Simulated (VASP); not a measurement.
Input of a VASP 6.6.1 run:

File POSCAR:

```
Te2Mo
1.0
    3.5371201374      0.0000000000      0.0000000000
   -1.7685600687      3.0632358953      0.0000000000
    0.0000000000      0.0000000000      7.8268333715
Te Mo
2 1
Direct
    0.3333333333      0.6666666667      0.7705163254
    0.3333333333      0.6666666667      0.2294836746
    0.0000000000      0.0000000000      0.0000000000
```

The input INCAR.step1:

```
SYSTEM = Te2Mo
PREC = Accurate
ENCUT = 520
EDIFF = 1E-5
ISMEAR = 0
SIGMA = 0.01
LREAL = .False.
LASPH = .True.
NELM = 80
ALGO = Normal
ISIF = 2
LWAVE = .True.
LCHARG = .False.
GGA = PE
NBANDS = 20
```

INCAR.step2

```
SYSTEM = Te2Mo
PREC = Accurate
ENCUT = 520
EDIFF = 1E-6
ISMEAR = 0
SIGMA = 0.01
LREAL = .False.
LASPH = .True.
NELM = 80
ALGO = Normal
ISIF = 2
LWAVE = .False.
LCHARG = .False.
GGA = PE
LHFCALC = .True.
AEXX = 0.05
HFSCREEN = 0.5
PRECFOCK = Normal
ISTART = 1
NBANDS = 20
```

Contents of KPOINTS:

```
regular mesh
0
Gamma
  6 6 2
  0 0 0
```

Potentials or basis: VASP PAW PBE potentials, release 64 (Te, Mo_sv).

Run with:

```sh
$ cat potpaw_PBE.64/Te/POTCAR potpaw_PBE.64/Mo_sv/POTCAR > POTCAR
$ cp INCAR.step1 INCAR
$ mpirun -np 1 vasp_std > vasp.out
$ cp INCAR.step2 INCAR
$ mpirun -np 1 vasp_std > vasp.out
```

(1) What does it give for the largest force?

(2) What does it give for the band gap on the k mesh?

(3) Predict the pressure.

## Answers

(1) 0.133 eV/Å.

(2) 1.08 eV (least direct gap 1.10 eV).

(3) 1.4 GPa.

Caveat: the PAW data sets were made with another functional, which shifts forces and pressure a little; spin-orbit coupling is left out, which moves the levels of the heavy elements.
